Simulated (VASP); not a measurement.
# TiN (rocksalt type) (Fm-3m) in VASP: further runs, part 2 of 2

VASP 6.6.1. The steps go on from the part before.

### 4 Single point, LDA

This run uses another cell than the first one, of 9.08 Å³/atom, 1.136 times its volume.

INCAR reads:

```
PREC = Accurate
ENCUT = 520
EDIFF = 1E-6
ISMEAR = -1
SIGMA = 0.08
LREAL = F
LASPH = T
NELM = 60
ALGO = Normal
ISIF = 2
LWAVE = F
LCHARG = F
GGA = CA
NBANDS = 16
```

KPOINTS reads:

```
regular mesh
0
Gamma
  17 17 17
```

POSCAR reads:

```
TiN
1.0
    0.0000000000      2.0858714115      2.0858714115
    2.0858714115      0.0000000000      2.0858714115
    2.0858714115      2.0858714115      0.0000000000
Ti N
1 1
Direct
    0.0000000000      0.0000000000      0.0000000000
    0.5000000000      0.5000000000      0.5000000000
```

Potentials or basis: VASP PAW LDA potentials, release 64 (Ti_sv, N).

On the command line:

```sh
> cat potpaw_LDA.64/Ti_sv/POTCAR potpaw_LDA.64/N/POTCAR > POTCAR
> mpirun -np 1 vasp_std > vasp.out
```

OUTCAR:

```text
PREC = Accurate
   ENCUT = 520
   EDIFF = 1E-6
   ISMEAR = -1
   LREAL = F
   LASPH = T
   NELM = 60
   ISIF = 2
   GGA = CA

 ion  position               nearest neighbor table
   1  0.000  0.000  0.000-   2 2.09   2 2.09   2 2.09   2 2.09   2 2.09   2 2.09
   2  0.500  0.500  0.500-   1 2.09   1 2.09   1 2.09   1 2.09   1 2.09   1 2.09

  LATTYP: Found a face centered cubic cell.
 ALAT       =     4.1717428230

  Lattice vectors:

 A1 = (   0.0000000000,   2.0858714115,   2.0858714115)
 A2 = (   2.0858714115,   0.0000000000,   2.0858714115)
 A3 = (   2.0858714115,   2.0858714115,   0.0000000000)

Analysis of symmetry for initial positions (statically):
=====================================================================
 Subroutine PRICEL returns:
 Original cell was already a primitive cell.

 Routine SETGRP: Setting up the symmetry group for a
 face centered cubic supercell.

 Subroutine GETGRP returns: Found 48 space group operations
 (whereof 48 operations were pure point group operations)
 out of a pool of 48 trial point group operations.

The static configuration has the point symmetry O_h .

Analysis of symmetry for dynamics (positions and initial velocities):
=====================================================================
 Subroutine PRICEL returns:
 Original cell was already a primitive cell.

 Routine SETGRP: Setting up the symmetry group for a
 face centered cubic supercell.

 Subroutine GETGRP returns: Found 48 space group operations
 (whereof 48 operations were pure point group operations)
 out of a pool of 48 trial point group operations.

The dynamic configuration has the point symmetry O_h .

 Subroutine INISYM returns: Found 48 space group operations
 (whereof 48 operations are pure point group operations),
 and found     1 'primitive' translations

----------------------------------------------------------------------------------------

                                     Primitive cell

  volume of cell :      18.1507

  direct lattice vectors                    reciprocal lattice vectors
     0.000000000  2.085871411  2.085871411    -0.239707969  0.239707969  0.239707969
     2.085871411  0.000000000  2.085871411     0.239707969 -0.239707969  0.239707969
     2.085871411  2.085871411  0.000000000     0.239707969  0.239707969 -0.239707969

  length of vectors
     2.949867640  2.949867640  2.949867640     0.415186382  0.415186382  0.415186382

  position of ions in fractional coordinates (direct lattice)
     0.000000000  0.000000000  0.000000000
     0.500000000  0.500000000  0.500000000

  ion indices of the primitive-cell ions
   primitive index   ion index
                 1           1
                 2           2

----------------------------------------------------------------------------------------

 KPOINTS: regular mesh

Automatic generation of k-mesh.
 Grid dimensions read from file:
 generate k-points for:   17   17   17

 Generating k-lattice:

  Cartesian coordinates                     Fractional coordinates (reciprocal lattice)
    -0.014100469  0.014100469  0.014100469     0.058823529  0.000000000  0.000000000
     0.014100469 -0.014100469  0.014100469     0.000000000  0.058823529  0.000000000
     0.014100469  0.014100469 -0.014100469     0.000000000  0.000000000  0.058823529

  Length of vectors
     0.024422728  0.024422728  0.024422728

  Shift w.r.t. Gamma in fractional coordinates (k-lattice)
     0.000000000  0.000000000  0.000000000

 Subroutine IBZKPT returns following result:
 ===========================================

 Found    165 irreducible k-points:

 Following reciprocal coordinates:
            Coordinates               Weight
  0.000000  0.000000  0.000000      1.000000
  0.058824  0.000000  0.000000      8.000000
  0.117647  0.000000  0.000000      8.000000
  0.176471  0.000000  0.000000      8.000000
  0.235294  0.000000  0.000000      8.000000
  0.294118  0.000000  0.000000      8.000000
[... 16 lines left out ...]
 -0.176471  0.058824  0.000000     24.000000
 -0.117647  0.058824  0.000000     24.000000
 [... further k-points ...]
   k-points           NKPTS =    165   k-points in BZ     NKDIM =    165   number of bands    NBANDS=     16
   number of dos      NEDOS =    301   number of ions     NIONS =      2
   total plane-waves  NPLWV =  13824
   dimension x,y,z NGX =    24 NGY =   24 NGZ =   24
   dimension x,y,z NGXF=    48 NGYF=   48 NGZF=   48
   ions per type =               1   1
   NGX,Y,Z   is equivalent  to a cutoff of  13.53, 13.53, 13.53 a.u.
   NGXF,Y,Z  is equivalent  to a cutoff of  27.05, 27.05, 27.05 a.u.
 SYSTEM =  unknown system
   PREC   = accura    normal or accurate (medium, high low for compatibility)
   ISTART =      0    job   : 0-new  1-cont  2-samecut
   ICHARG =      2    charge: 1-file 2-atom 10-const
   ISPIN  =      1    spin polarized calculation?
   LNONCOLLINEAR =      F non collinear calculations
   LSORBIT =      F    spin-orbit coupling
   LASPH  =      T    aspherical Exc in radial PAW
   ENCUT  =  520.0 eV  38.22 Ry    6.18 a.u.   5.48  5.48  5.48*2*pi/ulx,y,z
   NELM   =     60;   NELMIN=  2; NELMDL= -5     # of ELM steps
   EDIFF  = 0.1E-05   stopping-criterion for ELM
   LREAL  =      F    real-space projection
   EDIFFG = 0.1E-04   stopping-criterion for IOM
   NSW    =      0    number of steps for IOM
   IBRION =     -1    ionic relax: 0-MD 1-quasi-New 2-CG
   NFREE  =      0    steps in history (QN), initial steepest desc. (CG)
   ISIF   =      2    stress and relaxation
   ISYM   =      2    0-nonsym 1-usesym 2-fastsym
   POTIM  = 0.5000    time-step for ionic-motion
   TEBEG  =    0.0;   TEEND  =   0.0 temperature during run
   PSTRESS=    0.0 pullay stress
   NELECT =      17.0000    total number of electrons
   NUPDOWN=      -1.0000    fix difference up-down
   EMIN   =  10.00;   EMAX   =-10.00  energy-range for DOS
   EFERMI =   0.00;   METHOD = LEGACY
   ISMEAR =    -1;   SIGMA  =   0.08  broadening in eV -4-tet -1-fermi 0-gaus
   EFERMI_NEDOS =   21; number of points for ismear=-14 and -15
   IALGO  =     38    algorithm
   IMIX   =      4    mixing-type and parameters
     AMIX     =   0.40;   BMIX     =  1.00
     AMIX_MAG =   1.60;   BMIX_MAG =  1.00
  volume/ion in A,a.u.               =       9.08        61.24
  Fermi-wavevector in a.u.,A,eV,Ry     =   1.601746  3.026861 34.906968  2.565590
  Thomas-Fermi vector in A             =   2.698676
   LORBIT       =      0    0 simple, 1 ext, 2 COOP (PROOUT), +10 PAW based schemes
   GGA     = CA    functional components
   LHFCALC =     F    Hartree Fock is set to
   AEXX    =    0.0000 exact exchange contribution
   IVDW    =     0    specifies the selected vdW correction
   LEPSILON=     F    determine dielectric tensor
   LRPA    =     F    only Hartree local field effects (RPA)
 non-spin polarized calculation
  energy-cutoff  :      520.00
  volume of cell :       18.15
 maximum number of plane-waves:       531
 NGX is ok and might be reduce to    24
   NGX = 11   NGY = 11   NGZ = 11

 number of electron      16.9999996 magnetization

 Free energy of the ion-electron system (eV)
  ---------------------------------------------------
  ext. energy  EPLUGINS =         0.00000000
  ---------------------------------------------------
  free energy    TOTEN  =       -21.68058533 eV

  energy without entropy =      -21.66435023  energy(sigma->0) =      -21.67246778

 E-fermi :  11.8580     XC(G=0): -13.6469

 val. band max:       11.8571991061   @ k =  -0.1176   0.0588   0.0000
 cond. band min:      11.8823975905   @ k =  -0.1765   0.1176   0.0000
 fundamental gap:      0.0251984844
 Fermi energy:        11.8580482283

 k-point     1 :       0.0000    0.0000    0.0000
  band No.  band energies     occupation
      1     -45.2062      2.00000
      2     -21.5215      2.00000
      3     -21.5215      2.00000
      4     -21.5215      2.00000
      5      -5.2651      2.00000
      6       9.8079      2.00000
[... 8 lines left out ...]
     15      25.1972      0.00000
     16      32.3474      0.00000
[... 419 lines left out ...]
 k-point    24 :      -0.1176    0.0588    0.0000
  band No.  band energies     occupation
      1     -45.1805      2.00000
      2     -21.6803      2.00000
      3     -21.5554      2.00000
      4     -21.5259      2.00000
      5      -4.8112      2.00000
      6       7.9203      2.00000
[... 8 lines left out ...]
     15      25.4821      0.00000
     16      30.9495      0.00000

 [... further k-points ...]

------------------------ aborting loop because EDIFF is reached ----------------------------------------

  FORCE on cell =-STRESS in cart. coord.  units (eV):
  Direction    XX          YY          ZZ          XY          YZ          ZX
  --------------------------------------------------------------------------------------
  -------------------------------------------------------------------------------------
  Total        0.1204872      0.1204872      0.1204872      0.0000000      0.0000000     -0.0000000
  in kB       10.6355218     10.6355218     10.6355218      0.0000000      0.0000000     -0.0000000
  external PRESSURE =      10.6355218 kB  Pullay stress =       0.0000000 kB

 VOLUME and BASIS-vectors are now :
 -----------------------------------------------------------------------------
  energy-cutoff  :      520.00
  volume of cell :       18.15
      direct lattice vectors                 reciprocal lattice vectors
     0.000000000  2.085871411  2.085871411    -0.239707969  0.239707969  0.239707969
     2.085871411  0.000000000  2.085871411     0.239707969 -0.239707969  0.239707969
     2.085871411  2.085871411  0.000000000     0.239707969  0.239707969 -0.239707969

 POSITION                                       TOTAL-FORCE (eV/Angst)
 -----------------------------------------------------------------------------------
      0.00000      0.00000      0.00000        -0.000000     -0.000000      0.000000
      2.08587      2.08587      2.08587         0.000000      0.000000     -0.000000
 -----------------------------------------------------------------------------------
    total drift:                                0.000000     -0.000000     -0.000000

  FREE ENERGIE OF THE ION-ELECTRON SYSTEM (eV)
  ---------------------------------------------------
  free  energy   TOTEN  =       -21.6805853277 eV

  energy  without entropy=      -21.6643502272  energy(sigma->0) =      -21.67246778
```

OSZICAR:

```text
N       E                     dE             d eps       ncg     rms          rms(c)
DAV:   1     0.126829818756E+03    0.12683E+03   -0.83054E+03  5336   0.126E+03
DAV:   2    -0.194860967137E+02   -0.14632E+03   -0.13704E+03  5776   0.339E+02
DAV:   3    -0.265683032043E+02   -0.70822E+01   -0.70219E+01  6632   0.772E+01
DAV:   4    -0.267256736740E+02   -0.15737E+00   -0.15726E+00  6352   0.107E+01
DAV:   5    -0.267291323120E+02   -0.34586E-02   -0.34586E-02  6264   0.144E+00    0.190E+01
DAV:   6    -0.221021339121E+02    0.46270E+01   -0.12718E+01  6944   0.542E+01    0.713E+00
DAV:   7    -0.217294658004E+02    0.37267E+00   -0.15590E+00  6424   0.160E+01    0.529E+00
DAV:   8    -0.218832325166E+02   -0.15377E+00   -0.88572E-01  7608   0.136E+01    0.570E+00
DAV:   9    -0.216898134481E+02    0.19342E+00   -0.25134E-01  6272   0.790E+00    0.146E+00
DAV:  10    -0.216831978881E+02    0.66156E-02   -0.33712E-02  6416   0.211E+00    0.349E-01
DAV:  11    -0.216806589124E+02    0.25390E-02   -0.50929E-03  5968   0.677E-01    0.163E-01
DAV:  12    -0.216806624653E+02   -0.35529E-05   -0.42937E-04  5704   0.206E-01    0.103E-01
DAV:  13    -0.216805930729E+02    0.69392E-04   -0.26561E-04  6040   0.265E-01    0.185E-02
DAV:  14    -0.216805862680E+02    0.68048E-05   -0.13541E-05  6072   0.447E-02    0.102E-02
DAV:  15    -0.216805853277E+02    0.94032E-06   -0.27599E-06  6688   0.188E-02
   1 F= -.21680585E+02 E0= -.21672468E+02  d E =-.162351E-01
```

stdout:

```text
POSCAR found type information on POSCAR TiN
 POSCAR found :  2 types and       2 ions
 scaLAPACK will be used
 LDA part: xc-table for (Slater(with rela. corr.)+CA(PZ))
 , standard interpolation
 POSCAR, INCAR and KPOINTS ok, starting setup
 FFT: planning ... GRIDC
 FFT: planning ... GRID_SOFT
 FFT: planning ... GRID
 WAVECAR not read
 entering main loop
```

Run time: 30 s. Hardware: 1 thread of Intel Xeon Platinum 8488C (Sapphire Rapids), shared host; peak memory 0.16 GiB.

Results:

- Free energy: -21.6806 eV
- Pressure: 1.1 GPa

### 5 Single point, LDA

This run uses another cell than the first one, of 9.08 Å³/atom, 1.136 times its volume.

INCAR reads:

```
SYSTEM = TiN
  PREC = Accurate
  ENCUT = 520
  EDIFF = 1E-7
  ISMEAR = -1
  SIGMA = 0.08
  LREAL = .FALSE.
  LASPH = .TRUE.
  NELM = 60
  ALGO = Normal
  ISIF = 2
  LWAVE = .FALSE.
  LCHARG = .TRUE.
  GGA = CA
  LELF = .TRUE.
  LVHAR = .TRUE.
  NBANDS = 16
```

KPOINTS reads:

```
Automatic mesh
0
G
  17 17 17
  0 0 0
```

POSCAR reads:

```
TiN
1.0
    0.0000000000      2.0858714114      2.0858714114
    2.0858714114      0.0000000000      2.0858714114
    2.0858714114      2.0858714114      0.0000000000
Ti N
1 1
Direct
    0.0000000000      0.0000000000      0.0000000000
    0.5000000000      0.5000000000      0.5000000000
```

Potentials or basis: VASP PAW LDA potentials, release 64 (Ti_sv, N).

On the command line:

```sh
> cat potpaw_LDA.64/Ti_sv/POTCAR potpaw_LDA.64/N/POTCAR > POTCAR
> mpirun -np 1 vasp_std > vasp.out
```

OUTCAR:

```text
SYSTEM = TiN
   PREC = Accurate
   ENCUT = 520
   EDIFF = 1E-7
   ISMEAR = -1
   LREAL = .FALSE.
   LASPH = .TRUE.
   NELM = 60
   ISIF = 2
   GGA = CA

 ion  position               nearest neighbor table
   1  0.000  0.000  0.000-   2 2.09   2 2.09   2 2.09   2 2.09   2 2.09   2 2.09
   2  0.500  0.500  0.500-   1 2.09   1 2.09   1 2.09   1 2.09   1 2.09   1 2.09

  LATTYP: Found a face centered cubic cell.
 ALAT       =     4.1717428228

  Lattice vectors:

 A1 = (   0.0000000000,   2.0858714114,   2.0858714114)
 A2 = (   2.0858714114,   0.0000000000,   2.0858714114)
 A3 = (   2.0858714114,   2.0858714114,   0.0000000000)

Analysis of symmetry for initial positions (statically):
=====================================================================
 Subroutine PRICEL returns:
 Original cell was already a primitive cell.

 Routine SETGRP: Setting up the symmetry group for a
 face centered cubic supercell.

 Subroutine GETGRP returns: Found 48 space group operations
 (whereof 48 operations were pure point group operations)
 out of a pool of 48 trial point group operations.

The static configuration has the point symmetry O_h .
[... 160 lines left out ...]

 E-fermi :  11.8577     XC(G=0): -13.6469

 val. band max:       11.8568105035   @ k =  -0.1176   0.0588   0.0000
 cond. band min:      11.8819624357   @ k =  -0.1765   0.1176   0.0000
 fundamental gap:      0.0251519322
 Fermi energy:        11.8576566507

 k-point     1 :       0.0000    0.0000    0.0000
  band No.  band energies     occupation
      1     -45.2070      2.00000
      2     -21.5222      2.00000
      3     -21.5222      2.00000
      4     -21.5222      2.00000
      5      -5.2652      2.00000
      6       9.8077      2.00000
[... 433 lines left out ...]
      3     -21.5561      2.00000
      4     -21.5266      2.00000
      5      -4.8114      2.00000
      6       7.9201      2.00000
[... 8 lines left out ...]
     15      25.4821      0.00000
     16      30.9494      0.00000

 [... further k-points ...]

------------------------ aborting loop because EDIFF is reached ----------------------------------------

  FORCE on cell =-STRESS in cart. coord.  units (eV):
  Direction    XX          YY          ZZ          XY          YZ          ZX
  --------------------------------------------------------------------------------------
  -------------------------------------------------------------------------------------
  Total        0.1258059      0.1258059      0.1258059      0.0000000      0.0000000      0.0000000
  in kB       11.1050070     11.1050070     11.1050070      0.0000000      0.0000000      0.0000000
  external PRESSURE =      11.1050070 kB  Pullay stress =       0.0000000 kB

 VOLUME and BASIS-vectors are now :
 -----------------------------------------------------------------------------
  energy-cutoff  :      520.00
  volume of cell :       18.15
      direct lattice vectors                 reciprocal lattice vectors
     0.000000000  2.085871411  2.085871411    -0.239707969  0.239707969  0.239707969
     2.085871411  0.000000000  2.085871411     0.239707969 -0.239707969  0.239707969
     2.085871411  2.085871411  0.000000000     0.239707969  0.239707969 -0.239707969

 POSITION                                       TOTAL-FORCE (eV/Angst)
 -----------------------------------------------------------------------------------
      0.00000      0.00000      0.00000        -0.000000     -0.000000      0.000000
      2.08587      2.08587      2.08587         0.000000      0.000000     -0.000000
 -----------------------------------------------------------------------------------
    total drift:                                0.000000     -0.000000     -0.000000

  FREE ENERGIE OF THE ION-ELECTRON SYSTEM (eV)
  ---------------------------------------------------
  free  energy   TOTEN  =       -21.6805851962 eV

  energy  without entropy=      -21.6643490475  energy(sigma->0) =      -21.67246712
```

Wall time 30 s (1 thread of Intel Xeon Platinum 8488C (Sapphire Rapids), shared host); peak memory 0.16 GiB.

What came out:

| Quantity | Value |
| --- | --- |
| Free energy | -21.6806 eV |
| Pressure | 1.1 GPa |

Levels at points of the mesh, in eV from the Fermi level:
```
           k point  band 5  band 6  band 7  band 8  band 9  band 10  band 11  band 12  band 13  band 14
(0.00, 0.00, 0.00)  -17.12   -2.05   -2.05   -2.05   -0.68    -0.68    -0.68     0.61     0.61     6.16
```

### 6 Overview

```csv
cell,gap on the mesh (eV),pressure (GPa)
"a = 2.827 Å, angles 60.0°, 2 atoms",none,54.9
"a = 2.890 Å, angles 60.0°, 2 atoms",none,23.8
"a = 2.950 Å, angles 60.0°, 2 atoms",none,1.1
```

Alike in all rows: task single point; level LDA; potentials or basis VASP PAW LDA potentials, release 64 (Ti_sv, N); no spin polarisation; k mesh 17 × 17 × 17; cutoff (eV) 520; smearing fermi-dirac 0.08 eV.

Absolute energies hang on the potentials; compare differences alone.
